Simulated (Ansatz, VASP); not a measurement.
Ta2N in VASP and in Ansatz

```
CELL_PARAMETERS angstrom
3.07826 -0.05387 0.00000
-1.58578 2.69279 0.00000
0.00000 0.00000 5.07719
ATOMIC_POSITIONS crystal
Ta 0.66667 0.33333 0.74637
Ta 0.33333 0.66667 0.25363
N 0.00000 0.00000 0.00000
```

Change from the starting cell: engineering shear strain xy -0.0350, normal strain along z +0.0525.

Alike in both runs: task single point; functional PBEsol; k mesh 15 × 15 × 8; occupations gaussian, width 0.15 eV; no spin polarisation.

```csv
,VASP,Ansatz
version,VASP 6.6.1,Ansatz 0.2.0
potentials or method,"VASP PAW PBE potentials, release 64 (Ta_pv, N), cutoff 520 eV","scalar-relativistic, plane waves, PAW"
valence electrons in the cell,27,31
```

```tsv
	VASP	Ansatz	Ansatz less VASP
gap on the k mesh at the Fermi level (eV)	none	none	-
pressure (GPa)	-12.9	-13.4	-0.48
traceless stress, the component that is largest in VASP (GPa)	-6.18	-6.13	+0.056
rms of the force components (eV/Å)	0.057	0.038	-0.0187
```

VASP's potentials were made for PBE, not for PBEsol, and Ansatz warns of the same on its side. Atom by atom the forces differ by 0.022 eV/Å (rms over components). A gap of «none» marks a metal or a gap that the smearing closes. VASP's potentials hold 27 valence electrons a cell and Ansatz's 31, so a difference there can come from the potentials and not from the codes.

Neither program's run includes spin-orbit coupling.
